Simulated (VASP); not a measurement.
# TiC (Fm-3m) in VASP: a series of runs, part 2 of 2

VASP 6.6.1.

**3. Single point, r2SCAN**

This run uses another cell than the first one, of 10.13 Å³/atom.

File POSCAR:

```
TiC
1.0
    0.0000000000      2.1639062010      2.1639062010
    2.1639062010      0.0000000000      2.1639062010
    2.1639062010      2.1639062010      0.0000000000
Ti C
1 1
Direct
    0.0000000000      0.0000000000      0.0000000000
    0.5000000000      0.5000000000      0.5000000000
```

File INCAR.step1:

```
SYSTEM = TiC
  ALGO = Normal
  EDIFF = 1E-5
  ENCUT = 1430
  GGA = PE
  GGA_COMPAT = .FALSE.
  ISMEAR = 0
  LASPH = .TRUE.
  LCHARG = .FALSE.
  LREAL = .FALSE.
  LWAVE = .TRUE.
  NBANDS = 15
  NELM = 120
  PREC = Accurate
  SIGMA = 0.1
```

File INCAR.step2:

```
SYSTEM = TiC
  ALGO = Normal
  EDIFF = 1E-6
  ENCUT = 1430
  GGA_COMPAT = .FALSE.
  ISIF = 2
  ISMEAR = 0
  ISTART = 1
  LASPH = .TRUE.
  LCHARG = .FALSE.
  LMIXTAU = .TRUE.
  LREAL = .FALSE.
  LWAVE = .FALSE.
  METAGGA = R2SCAN
  NBANDS = 15
  NELM = 120
  PREC = Accurate
  SIGMA = 0.1
```

File KPOINTS:

```
k-points
0
G
  16 16 16
  0 0 0
```

Potentials or basis: VASP PAW PBE potentials, release 64 (Ti_sv, C_h).

Started as:

```console
$ cat potpaw_PBE.64/Ti_sv/POTCAR potpaw_PBE.64/C_h/POTCAR > POTCAR
$ cp INCAR.step1 INCAR
$ mpirun -np 1 vasp_std > vasp.out
$ cp INCAR.step2 INCAR
$ mpirun -np 1 vasp_std > vasp.out
```

OUTCAR:

```text
SYSTEM = TiC
   EDIFF = 1E-6
   ENCUT = 1430
   ISIF = 2
   ISMEAR = 0
   ISTART = 1
   LASPH = .TRUE.
   LREAL = .FALSE.
   METAGGA = R2SCAN
   NELM = 120
   PREC = Accurate

 ion  position               nearest neighbor table
   1  0.000  0.000  0.000-   2 2.16   2 2.16   2 2.16   2 2.16   2 2.16   2 2.16
   2  0.500  0.500  0.500-   1 2.16   1 2.16   1 2.16   1 2.16   1 2.16   1 2.16

  LATTYP: Found a face centered cubic cell.
 ALAT       =     4.3278124020

  Lattice vectors:

 A1 = (   0.0000000000,   2.1639062010,   2.1639062010)
 A2 = (   2.1639062010,   0.0000000000,   2.1639062010)
 A3 = (   2.1639062010,   2.1639062010,   0.0000000000)

Analysis of symmetry for initial positions (statically):
=====================================================================
 Subroutine PRICEL returns:
 Original cell was already a primitive cell.

 Routine SETGRP: Setting up the symmetry group for a
 face centered cubic supercell.

 Subroutine GETGRP returns: Found 48 space group operations
 (whereof 48 operations were pure point group operations)
 out of a pool of 48 trial point group operations.

The static configuration has the point symmetry O_h .

Analysis of symmetry for dynamics (positions and initial velocities):
=====================================================================
 Subroutine PRICEL returns:
 Original cell was already a primitive cell.

 Routine SETGRP: Setting up the symmetry group for a
 face centered cubic supercell.

 Subroutine GETGRP returns: Found 48 space group operations
 (whereof 48 operations were pure point group operations)
 out of a pool of 48 trial point group operations.

The dynamic configuration has the point symmetry O_h .

 Subroutine INISYM returns: Found 48 space group operations
 (whereof 48 operations are pure point group operations),
 and found     1 'primitive' translations

----------------------------------------------------------------------------------------

                                     Primitive cell

  volume of cell :      20.2649

  direct lattice vectors                    reciprocal lattice vectors
     0.000000000  2.163906201  2.163906201    -0.231063620  0.231063620  0.231063620
     2.163906201  0.000000000  2.163906201     0.231063620 -0.231063620  0.231063620
     2.163906201  2.163906201  0.000000000     0.231063620  0.231063620 -0.231063620

  length of vectors
     3.060225497  3.060225497  3.060225497     0.400213930  0.400213930  0.400213930

  position of ions in fractional coordinates (direct lattice)
     0.000000000  0.000000000  0.000000000
     0.500000000  0.500000000  0.500000000

  ion indices of the primitive-cell ions
   primitive index   ion index
                 1           1
                 2           2

----------------------------------------------------------------------------------------

 KPOINTS: k-points

Automatic generation of k-mesh.
 Grid dimensions read from file:
 generate k-points for:   16   16   16

 Generating k-lattice:

  Cartesian coordinates                     Fractional coordinates (reciprocal lattice)
    -0.014441476  0.014441476  0.014441476     0.062500000  0.000000000  0.000000000
     0.014441476 -0.014441476  0.014441476     0.000000000  0.062500000  0.000000000
[... 41 lines left out ...]
   number of dos      NEDOS =    301   number of ions     NIONS =      2
   total plane-waves  NPLWV =  64000
   dimension x,y,z NGX =    40 NGY =   40 NGZ =   40
   dimension x,y,z NGXF=    80 NGYF=   80 NGZF=   80
   ions per type =               1   1
   NGX,Y,Z   is equivalent  to a cutoff of  21.73, 21.73, 21.73 a.u.
   NGXF,Y,Z  is equivalent  to a cutoff of  43.46, 43.46, 43.46 a.u.
 SYSTEM =  TiC
   PREC   = accura    normal or accurate (medium, high low for compatibility)
   ISTART =      1    job   : 0-new  1-cont  2-samecut
   ICHARG =      0    charge: 1-file 2-atom 10-const
   ISPIN  =      1    spin polarized calculation?
   LNONCOLLINEAR =      F non collinear calculations
   LSORBIT =      F    spin-orbit coupling
   LASPH  =      T    aspherical Exc in radial PAW
   ENCUT  = 1430.0 eV 105.10 Ry   10.25 a.u.   9.44  9.44  9.44*2*pi/ulx,y,z
   NELM   =    120;   NELMIN=  2; NELMDL=  0     # of ELM steps
   EDIFF  = 0.1E-05   stopping-criterion for ELM
   LREAL  =      F    real-space projection
   EDIFFG = 0.1E-04   stopping-criterion for IOM
   NSW    =      0    number of steps for IOM
   IBRION =     -1    ionic relax: 0-MD 1-quasi-New 2-CG
   NFREE  =      0    steps in history (QN), initial steepest desc. (CG)
   ISIF   =      2    stress and relaxation
   ISYM   =      2    0-nonsym 1-usesym 2-fastsym
   POTIM  = 0.5000    time-step for ionic-motion
   TEBEG  =    0.0;   TEEND  =   0.0 temperature during run
   PSTRESS=    0.0 pullay stress
   NELECT =      16.0000    total number of electrons
   NUPDOWN=      -1.0000    fix difference up-down
   EMIN   =  10.00;   EMAX   =-10.00  energy-range for DOS
   EFERMI =   0.00;   METHOD = LEGACY
   ISMEAR =     0;   SIGMA  =   0.10  broadening in eV -4-tet -1-fermi 0-gaus
   EFERMI_NEDOS =   21; number of points for ismear=-14 and -15
   IALGO  =     38    algorithm
   IMIX   =      4    mixing-type and parameters
     AMIX     =   0.40;   BMIX     =  1.00
     AMIX_MAG =   1.60;   BMIX_MAG =  1.00
  volume/ion in A,a.u.               =      10.13        68.38
  Fermi-wavevector in a.u.,A,eV,Ry     =   1.513096  2.859336 31.149975  2.289459
  Thomas-Fermi vector in A             =   2.622932
   LORBIT       =      0    0 simple, 1 ext, 2 COOP (PROOUT), +10 PAW based schemes
   METAGGA = R2SCAN    functional components
   LHFCALC =     F    Hartree Fock is set to
   AEXX    =    0.0000 exact exchange contribution
   IVDW    =     0    specifies the selected vdW correction
   LEPSILON=     F    determine dielectric tensor
   LRPA    =     F    only Hartree local field effects (RPA)
 non-spin polarized calculation
 Gauss-broadening in eV      SIGMA  =   0.10
  energy-cutoff  :     1430.00
  volume of cell :       20.26
 maximum number of plane-waves:      2533
 NGX is ok and might be reduce to    40
   NGX = 19   NGY = 19   NGZ = 19

 number of electron      16.0000000 magnetization

 Free energy of the ion-electron system (eV)
  ---------------------------------------------------
  ext. energy  EPLUGINS =         0.00000000
  ---------------------------------------------------
  free energy    TOTEN  =       -24.88111884 eV

  energy without entropy =      -24.87910898  energy(sigma->0) =      -24.88011391

 E-fermi :   9.8541     XC(G=0): -13.6059

 val. band max:        9.8425504961   @ k =   0.4375   0.3750   0.0000
 cond. band min:       9.8627790356   @ k =   0.1875   0.1875   0.0000
 fundamental gap:      0.0202285395
 Fermi energy:         9.8540671426

 k-point     1 :       0.0000    0.0000    0.0000
  band No.  band energies     occupation
      1     -49.1124      2.00000
      2     -24.0904      2.00000
      3     -24.0904      2.00000
      4     -24.0904      2.00000
      5      -3.3577      2.00000
      6      10.7238      0.00000
      7      10.7238      0.00000
      8      10.7238      0.00000
      9      11.5267      0.00000
     10      11.5267      0.00000
     11      11.5267      0.00000
     12      11.5804      0.00000
     13      11.5804      0.00000
     14      21.0916      0.00000
[... 401 lines left out ...]
      2     -24.1392      2.00000
      3     -24.1038      2.00000
      4     -24.0913      2.00000
      5      -3.1180      2.00000
      6       9.6104      1.99943
      7       9.7258      1.93042
      8       9.8974      0.53966
      9      10.8393      0.00000
     10      11.3377      0.00000
     11      12.2214      0.00000
     12      12.7763      0.00000
     13      13.6614      0.00000
     14      21.5278      0.00000
     15      24.7264      0.00000

 [... further k-points ...]

------------------------ aborting loop because EDIFF is reached ----------------------------------------

  FORCE on cell =-STRESS in cart. coord.  units (eV):
  Direction    XX          YY          ZZ          XY          YZ          ZX
  --------------------------------------------------------------------------------------
  -------------------------------------------------------------------------------------
  Total        0.1139807      0.1139807      0.1139807     -0.0000000      0.0000000     -0.0000000
  in kB        9.0114874      9.0114874      9.0114874     -0.0000000      0.0000000     -0.0000000
  external PRESSURE =       9.0114874 kB  Pullay stress =       0.0000000 kB

 VOLUME and BASIS-vectors are now :
 -----------------------------------------------------------------------------
  energy-cutoff  :     1430.00
  volume of cell :       20.26
      direct lattice vectors                 reciprocal lattice vectors
     0.000000000  2.163906201  2.163906201    -0.231063620  0.231063620  0.231063620
     2.163906201  0.000000000  2.163906201     0.231063620 -0.231063620  0.231063620
     2.163906201  2.163906201  0.000000000     0.231063620  0.231063620 -0.231063620

 POSITION                                       TOTAL-FORCE (eV/Angst)
 -----------------------------------------------------------------------------------
      0.00000      0.00000      0.00000        -0.000000      0.000000     -0.000000
      2.16391      2.16391      2.16391         0.000000     -0.000000      0.000000
 -----------------------------------------------------------------------------------
    total drift:                                0.000000     -0.000000     -0.000000

  FREE ENERGIE OF THE ION-ELECTRON SYSTEM (eV)
  ---------------------------------------------------
  free  energy   TOTEN  =       -24.8811188431 eV

  energy  without entropy=      -24.8791089779  energy(sigma->0) =      -24.88011391
```

Run time: 8.7 min. Hardware: 1 thread of Intel Xeon Platinum 8488C (Sapphire Rapids), shared host; peak memory 0.42 GiB.

What came out:

```yaml
Free_energy: -24.8811 eV
Pressure: 0.9 GPa
Band_gap_on_the_k_mesh: zero (bands 8 and 9 overlap by 1.32 eV)
```

Caveat: the PAW data sets were made with another functional, which shifts forces and pressure a little.

The gap in the log of VASP goes by the Fermi energy; the results here count the filled bands.